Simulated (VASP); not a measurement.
**Cs: single point with PBE**

The system is Cs.

```
Cs
1.0
     0.00000    5.81332    5.81332
     5.81332    0.00000    5.81332
     5.81332    5.81332    0.00000
Cs
2
Direct
  0.00000 0.00000 0.00000
  0.25000 0.25000 0.25000
```

```yaml
Program: VASP 6.6.1
Task: single point
Functional: PBE
Potentials_or_basis: VASP PAW PBE potentials, release 64 (Cs_sv)
Cutoff: 520 eV
k_mesh: 9 × 9 × 9
Occupations: fermi-dirac, width 0.0612256 eV
Spin: no spin polarisation
```

```yaml
Pressure: 0.0 GPa
Band_gap_on_the_k_mesh: 0.03 eV, direct
```

Levels at points of the mesh, in eV from the valence-band top:
| k point | band 7 | band 8 | band 9 | band 10 | band 11 | band 12 |
| --- | --- | --- | --- | --- | --- | --- |
| (0.00, 0.00, 0.00) | -11.07 | -11.07 | -1.22 | 1.35 | 1.35 | 1.35 |

Run time: 120 s on 1 thread of Intel(R) Xeon(R) 6975P-C (Granite Rapids) (shared host), peak memory 0.64 GiB.

Caveat: spin-orbit coupling is left out, which moves the levels of the heavy elements. A k mesh can miss the band edges.
